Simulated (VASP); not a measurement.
# HPt6 in VASP: notebook

Runs on HPt6. Level: PBEsol. Tasks: single point.

All numbers are computed with VASP 6.6.1; they aren't measurements. Logs are shortened: lines on timing, memory, paths and dates and some standing lists are left out, and cuts for length are marked.

### 1 The cell of the first run

The cell holds a slab with vacuum, 7 atoms: a = 2.770 Å, b = 3.918 Å, c = 25.926 Å, α = 90.00°, β = 90.00°, γ = 90.00°.

### 2 Single point, PBEsol

The input, INCAR:

```
PREC = Accurate ; ENCUT = 520
EDIFF = 1E-6 ; ISMEAR = 0
SIGMA = 0.1 ; LREAL = False
LASPH = True ; NELM = 80
ALGO = Normal ; ISIF = 2
LWAVE = False ; LCHARG = False
LDIPOL = True ; IDIPOL = 3
DIPOL = 0.5 0.5 0.489 ; GGA = PS
NBANDS = 40
```

The input, KPOINTS:

```
Automatic mesh
0
Gamma
  10 7 1
```

The input, POSCAR:

```
HPt6
1.0
    2.7704872841      0.0000000000      0.0000000000
    0.0000000000      3.9180606916      0.0000000000
    0.0000000000      0.0000000000     25.9262182103
Pt H
6 1
Direct
    0.5000000000      0.5000000000      0.3278534467
    0.0000000000      0.0000000000      0.3812836705
    0.5000000000      0.5000000000      0.4347138944
    0.0000000000      0.0000000000      0.4891218851
    0.5000000000      0.5000000000      0.5446520294
    0.0000000000      0.0000000000      0.5935313543
    0.0000000000      0.0000000000      0.6535916248
```

Potentials or basis: VASP PAW PBE potentials, release 64 (Pt, H).

Command:

```sh
cat potpaw_PBE.64/Pt/POTCAR potpaw_PBE.64/H/POTCAR > POTCAR
mpirun -np 1 vasp_std > vasp.out
```

OUTCAR:

```text
PREC = Accurate
   ENCUT = 520
   EDIFF = 1E-6
   ISMEAR = 0
   LREAL = False
   LASPH = True
   NELM = 80
   ISIF = 2
   GGA = PS

 ion  position               nearest neighbor table
   1  0.500  0.500  0.328-   2 2.77   2 2.77   2 2.77   2 2.77   3 2.77
   2  0.000  0.000  0.381-   1 2.77   1 2.77   1 2.77   1 2.77   3 2.77   3 2.77   3 2.77   3 2.77
                             4 2.80
   3  0.500  0.500  0.435-   2 2.77   2 2.77   2 2.77   2 2.77   1 2.77   4 2.78   4 2.78   4 2.78
                             4 2.78   5 2.85
   4  0.000  0.000  0.489-   6 2.71   3 2.78   3 2.78   3 2.78   3 2.78   2 2.80   5 2.80   5 2.80
                             5 2.80   5 2.80
   5  0.500  0.500  0.545-   6 2.71   6 2.71   6 2.71   6 2.71   4 2.80   4 2.80   4 2.80   4 2.80
                             3 2.85
   6  0.000  0.000  0.594-   7 1.56   4 2.71   5 2.71   5 2.71   5 2.71   5 2.71
   7  0.000  0.000  0.654-   6 1.56

  LATTYP: Found a simple orthorhombic cell.
 ALAT       =     2.7704872841
 B/A-ratio  =     1.4142135624
 C/A-ratio  =     9.3579993523

  Lattice vectors:

 A1 = (   2.7704872841,   0.0000000000,   0.0000000000)
 A2 = (   0.0000000000,   3.9180606916,   0.0000000000)
 A3 = (   0.0000000000,   0.0000000000,  25.9262182103)

Analysis of symmetry for initial positions (statically):
=====================================================================
 Subroutine PRICEL returns:
 Original cell was already a primitive cell.

 Routine SETGRP: Setting up the symmetry group for a
 simple orthorhombic supercell.

 Subroutine GETGRP returns: Found  4 space group operations
 (whereof  4 operations were pure point group operations)
 out of a pool of  8 trial point group operations.

The static configuration has the point symmetry C_2v.

Analysis of symmetry for dynamics (positions and initial velocities):
=====================================================================
 Subroutine PRICEL returns:
 Original cell was already a primitive cell.

 Routine SETGRP: Setting up the symmetry group for a
 simple orthorhombic supercell.

 Subroutine GETGRP returns: Found  4 space group operations
 (whereof  4 operations were pure point group operations)
 out of a pool of  8 trial point group operations.

The dynamic configuration has the point symmetry C_2v.

 Subroutine INISYM returns: Found  4 space group operations
 (whereof  4 operations are pure point group operations),
 and found     1 'primitive' translations

----------------------------------------------------------------------------------------

                                     Primitive cell

  volume of cell :     281.4275

  direct lattice vectors                    reciprocal lattice vectors
     2.770487284  0.000000000  0.000000000     0.360947334  0.000000000  0.000000000
     0.000000000  3.918060692  0.000000000     0.000000000  0.255228308  0.000000000
     0.000000000  0.000000000 25.926218210     0.000000000  0.000000000  0.038570994

  length of vectors
     2.770487284  3.918060692 25.926218210     0.360947334  0.255228308  0.038570994

  position of ions in fractional coordinates (direct lattice)
     0.500000000  0.500000000  0.327853447
     0.000000000  0.000000000  0.381283670
     0.500000000  0.500000000  0.434713894
     0.000000000  0.000000000  0.489121885
     0.500000000  0.500000000  0.544652029
     0.000000000  0.000000000  0.593531354
     0.000000000  0.000000000  0.653591625

  ion indices of the primitive-cell ions
   primitive index   ion index
                 1           1
                 2           2
                 3           3
                 4           4
                 5           5
                 6           6
                 7           7

----------------------------------------------------------------------------------------

 KPOINTS: Automatic mesh

Automatic generation of k-mesh.
 Grid dimensions read from file:
 generate k-points for:   10    7    1

 Generating k-lattice:

  Cartesian coordinates                     Fractional coordinates (reciprocal lattice)
     0.036094733  0.000000000  0.000000000     0.100000000  0.000000000  0.000000000
     0.000000000  0.036461187  0.000000000     0.000000000  0.142857143  0.000000000
     0.000000000  0.000000000  0.038570994     0.000000000  0.000000000  1.000000000

  Length of vectors
     0.036094733  0.036461187  0.038570994

  Shift w.r.t. Gamma in fractional coordinates (k-lattice)
     0.000000000  0.000000000  0.000000000

 Subroutine IBZKPT returns following result:
 ===========================================

 Found     24 irreducible k-points:

 Following reciprocal coordinates:
            Coordinates               Weight
  0.000000  0.000000  0.000000      1.000000
  0.100000  0.000000  0.000000      2.000000
  0.200000  0.000000  0.000000      2.000000
  0.300000  0.000000  0.000000      2.000000
  0.400000  0.000000  0.000000      2.000000
  0.500000  0.000000  0.000000      1.000000
[... 16 lines left out ...]
  0.400000  0.428571  0.000000      4.000000
  0.500000  0.428571  0.000000      2.000000
   k-points           NKPTS =     24   k-points in BZ     NKDIM =     24   number of bands    NBANDS=     40
   number of dos      NEDOS =    301   number of ions     NIONS =      7
   total plane-waves  NPLWV = 141120
   dimension x,y,z NGX =    24 NGY =   30 NGZ =  196
   dimension x,y,z NGXF=    48 NGYF=   60 NGZF=  392
   ions per type =               6   1
   NGX,Y,Z   is equivalent  to a cutoff of  14.40, 12.73, 12.57 a.u.
   NGXF,Y,Z  is equivalent  to a cutoff of  28.80, 25.46, 25.14 a.u.
 SYSTEM =  unknown system
   PREC   = accura    normal or accurate (medium, high low for compatibility)
   ISTART =      0    job   : 0-new  1-cont  2-samecut
   ICHARG =      2    charge: 1-file 2-atom 10-const
   ISPIN  =      1    spin polarized calculation?
   LNONCOLLINEAR =      F non collinear calculations
   LSORBIT =      F    spin-orbit coupling
   LASPH  =      T    aspherical Exc in radial PAW
   ENCUT  =  520.0 eV  38.22 Ry    6.18 a.u.   5.15  7.28 48.21*2*pi/ulx,y,z
   NELM   =     80;   NELMIN=  2; NELMDL= -5     # of ELM steps
   EDIFF  = 0.1E-05   stopping-criterion for ELM
   LREAL  =      F    real-space projection
   EDIFFG = 0.1E-04   stopping-criterion for IOM
   NSW    =      0    number of steps for IOM
   IBRION =     -1    ionic relax: 0-MD 1-quasi-New 2-CG
   NFREE  =      0    steps in history (QN), initial steepest desc. (CG)
   ISIF   =      2    stress and relaxation
   ISYM   =      2    0-nonsym 1-usesym 2-fastsym
   POTIM  = 0.5000    time-step for ionic-motion
   TEBEG  =    0.0;   TEEND  =   0.0 temperature during run
   PSTRESS=    0.0 pullay stress
   NELECT =      61.0000    total number of electrons
   NUPDOWN=      -1.0000    fix difference up-down
   EMIN   =  10.00;   EMAX   =-10.00  energy-range for DOS
   EFERMI =   0.00;   METHOD = LEGACY
   ISMEAR =     0;   SIGMA  =   0.10  broadening in eV -4-tet -1-fermi 0-gaus
   EFERMI_NEDOS =   21; number of points for ismear=-14 and -15
   IALGO  =     38    algorithm
   IMIX   =      4    mixing-type and parameters
     AMIX     =   0.40;   BMIX     =  1.00
     AMIX_MAG =   1.60;   BMIX_MAG =  1.00
  volume/ion in A,a.u.               =      40.20       271.31
  Fermi-wavevector in a.u.,A,eV,Ry     =   0.983398  1.858353 13.157806  0.967071
  Thomas-Fermi vector in A             =   2.114553
   LORBIT       =      0    0 simple, 1 ext, 2 COOP (PROOUT), +10 PAW based schemes
   GGA     = PS    functional components
   LHFCALC =     F    Hartree Fock is set to
   AEXX    =    0.0000 exact exchange contribution
   IVDW    =     0    specifies the selected vdW correction
   LEPSILON=     F    determine dielectric tensor
   LRPA    =     F    only Hartree local field effects (RPA)
 non-spin polarized calculation
 Gauss-broadening in eV      SIGMA  =   0.10
  energy-cutoff  :      520.00
  volume of cell :      281.43
 maximum number of plane-waves:      7640
 NGX is ok and might be reduce to    24
   NGX = 11   NGY = 15   NGZ = 97

 dipolmoment           0.000000      0.000000     -0.014814 electrons x Angstroem

 number of electron      60.9999994 magnetization

 dipolmoment           0.000000      0.000000      0.014515 electrons x Angstroem

 Free energy of the ion-electron system (eV)
  ---------------------------------------------------
  ext. energy  EPLUGINS =         0.00000000
  ---------------------------------------------------
  free energy    TOTEN  =       -42.47104746 eV

  energy without entropy =      -42.42408355  energy(sigma->0) =      -42.44756550

 E-fermi :  -0.1254     XC(G=0):  -5.2759

 val. band max:       -0.1289973098   @ k =   0.5000   0.1429   0.0000
 cond. band min:      -0.1229006639   @ k =   0.1000   0.0000   0.0000
 fundamental gap:      0.0060966459
 Fermi energy:        -0.1253791952

 k-point     1 :       0.0000    0.0000    0.0000
  band No.  band energies     occupation
      1      -9.7305      2.00000
      2      -8.2582      2.00000
      3      -6.7759      2.00000
      4      -6.4690      2.00000
      5      -6.2435      2.00000
      6      -6.0966      2.00000
[... 32 lines left out ...]
     39       5.7805      0.00000
     40       5.8310      0.00000

 k-point     2 :       0.1000    0.0000    0.0000
  band No.  band energies     occupation
      1      -9.4696      2.00000
      2      -8.0273      2.00000
      3      -6.5561      2.00000
      4      -6.2980      2.00000
      5      -6.0880      2.00000
      6      -5.8534      2.00000
[... 32 lines left out ...]
     39       5.9925      0.00000
     40       6.0456      0.00000

 k-point     3 :       0.2000    0.0000    0.0000
  band No.  band energies     occupation
      1      -8.7427      2.00000
      2      -7.4582      2.00000
      3      -6.1707      2.00000
      4      -6.0230      2.00000
      5      -5.7044      2.00000
      6      -5.3556      2.00000
[... 32 lines left out ...]
     39       6.5795      0.00000
     40       6.5978      0.00000

 k-point     4 :       0.3000    0.0000    0.0000
  band No.  band energies     occupation
      1      -7.7252      2.00000
      2      -6.9338      2.00000
      3      -6.2888      2.00000
      4      -5.9019      2.00000
      5      -5.8476      2.00000
      6      -5.7646      2.00000
[... 32 lines left out ...]
     39       6.9561      0.00000
     40       7.3501      0.00000
[... 772 lines left out ...]
     39       7.0532      0.00000
     40       7.8198      0.00000

 k-point    23 :       0.4000    0.4286    0.0000
  band No.  band energies     occupation
      1      -6.9782      2.00000
      2      -6.6433      2.00000
      3      -5.8423      2.00000
      4      -5.6571      2.00000
      5      -5.3360      2.00000
      6      -5.2313      2.00000
[... 32 lines left out ...]
     39       6.7504      0.00000
     40       7.1397      0.00000

 k-point    24 :       0.5000    0.4286    0.0000
  band No.  band energies     occupation
      1      -7.0160      2.00000
      2      -6.7608      2.00000
      3      -5.9390      2.00000
      4      -5.7531      2.00000
      5      -5.4275      2.00000
      6      -5.3792      2.00000
[... 32 lines left out ...]
     39       5.9992      0.00000
     40       6.1708      0.00000

------------------------ aborting loop because EDIFF is reached ----------------------------------------

 vacuum level on the upper side and lower side of the slab       (xc-potential included)        -0.076        -0.325

  FORCE on cell =-STRESS in cart. coord.  units (eV):
  Direction    XX          YY          ZZ          XY          YZ          ZX
  --------------------------------------------------------------------------------------
  -------------------------------------------------------------------------------------
  Total       -7.6231316     -5.3882523     -1.4034612      0.0000000      0.0000000      0.0000000
  in kB      -43.3987785    -30.6755257     -7.9899581      0.0000000      0.0000000      0.0000000
  external PRESSURE =     -27.3547541 kB  Pullay stress =       0.0000000 kB

 VOLUME and BASIS-vectors are now :
 -----------------------------------------------------------------------------
  energy-cutoff  :      520.00
  volume of cell :      281.43
      direct lattice vectors                 reciprocal lattice vectors
     2.770487284  0.000000000  0.000000000     0.360947334  0.000000000  0.000000000
     0.000000000  3.918060692  0.000000000     0.000000000  0.255228308  0.000000000
     0.000000000  0.000000000 25.926218210     0.000000000  0.000000000  0.038570994

 POSITION                                       TOTAL-FORCE (eV/Angst)
 -----------------------------------------------------------------------------------
      1.38524      1.95903      8.50000         0.000000      0.000000      1.018509
      0.00000      0.00000      9.88524         0.000000      0.000000     -1.133821
      1.38524      1.95903     11.27049         0.000000      0.000000      0.151381
      0.00000      0.00000     12.68108         0.000000      0.000000      0.002891
      1.38524      1.95903     14.12077         0.000000      0.000000     -0.002576
      0.00000      0.00000     15.38802         0.000000      0.000000     -0.090889
      0.00000      0.00000     16.94516         0.000000      0.000000      0.054506
 -----------------------------------------------------------------------------------
    total drift:                                0.000000     -0.000000      0.000268

  FREE ENERGIE OF THE ION-ELECTRON SYSTEM (eV)
  ---------------------------------------------------
  free  energy   TOTEN  =       -42.4710474556 eV

  energy  without entropy=      -42.4240835474  energy(sigma->0) =      -42.44756550

 vacuum level on the upper side and lower side of the slab         5.246         5.009
```

Run time: 3.8 min. Hardware: 1 thread of Intel Xeon 6975P-C (Granite Rapids), shared host; peak memory 0.5 GiB.

Results:

```
Free energy            : -42.4710 eV
Largest force          : 1.134 eV/Å
Band gap on the k mesh : zero (an odd number of electrons rules out a gap without spin polarisation)
```

Forces in eV/Å, atoms in the order of the input:
```
Pt   0.000  0.000  1.019
Pt   0.000  0.000 -1.134
Pt   0.000  0.000  0.151
Pt   0.000  0.000  0.003
Pt   0.000  0.000 -0.003
Pt   0.000  0.000 -0.091
H    0.000  0.000  0.055
```

Caveat: the PAW data sets were made with another functional, which shifts forces and pressure a little; spin-orbit coupling is left out, which moves the levels of the heavy elements.

### 3 Single point, PBEsol

The input, INCAR:

```
SYSTEM = HPt6
ALGO     = Normal         ! electronic algorithm
DIPOL    = 0.5 0.5 0.489
EDIFF    = 1E-7           ! SCF threshold, eV
ENCUT    = 520            ! plane-wave cutoff, eV
GGA      = PS             ! functional
IDIPOL   = 3            
ISIF     = 2              ! what is computed and relaxed
ISMEAR   = 0              ! smearing method
LASPH    = .True.         ! aspherical terms in the spheres
LCHARG   = .False.        ! write CHGCAR
LDIPOL   = .True.       
LREAL    = .False.        ! projectors in reciprocal space
LWAVE    = .False.        ! write WAVECAR
NBANDS   = 40             ! bands
NELM     = 100            ! most SCF steps
PREC     = Accurate       ! precision mode
SIGMA    = 0.1            ! smearing width, eV
```

The input, KPOINTS:

```
k-points
0
Gamma
  10 7 1
  0 0 0
```

The input, POSCAR:

```
HPt6
1.0
    2.7704872841      0.0000000000      0.0000000000
    0.0000000000      3.9180606916      0.0000000000
    0.0000000000      0.0000000000     25.9262182103
Pt H
6 1
Direct
    0.5000000000      0.5000000000      0.3278534467
    0.0000000000      0.0000000000      0.3812836705
    0.5000000000      0.5000000000      0.4347138944
    0.0000000000      0.0000000000      0.4891214119
    0.5000000000      0.5000000000      0.5446514972
    0.0000000000      0.0000000000      0.5935303766
    0.0000000000      0.0000000000      0.6535906322
```

Potentials or basis: VASP PAW PBE potentials, release 64 (Pt, H).

Command:

```sh
cat potpaw_PBE.64/Pt/POTCAR potpaw_PBE.64/H/POTCAR > POTCAR
mpirun -np 1 vasp_std > vasp.out
```

Wall time 5.2 min (1 thread of Intel Xeon 6975P-C (Granite Rapids), shared host); peak memory 0.5 GiB.

Results (log left out):

| Item | Value |
| --- | --- |
| Free energy | -42.4710 eV |
| Largest force | 1.134 eV/Å |
| Band gap on the k mesh | zero (an odd number of electrons rules out a gap without spin polarisation) |

Forces in eV/Å, atoms in the order of the input:
```
Pt   0.000  0.000  1.018
Pt   0.000  0.000 -1.134
Pt   0.000  0.000  0.151
Pt   0.000  0.000  0.003
Pt   0.000  0.000 -0.003
Pt   0.000  0.000 -0.091
H    0.000  0.000  0.055
```

Levels at points of the mesh, in eV from the Fermi level:
```tsv
k point	band 29	band 30	band 31	band 32	band 33	band 34
(0.00, 0.00, 0.00)	-0.74	-0.30	-0.10	0.11	0.32	0.45
(0.50, 0.00, 0.00)	0.31	0.38	1.78	1.97	2.08	2.35
```

Caveat: the PAW data sets were made with another functional, which shifts forces and pressure a little; spin-orbit coupling is left out, which moves the levels of the heavy elements.

[end of part 1 of 2]
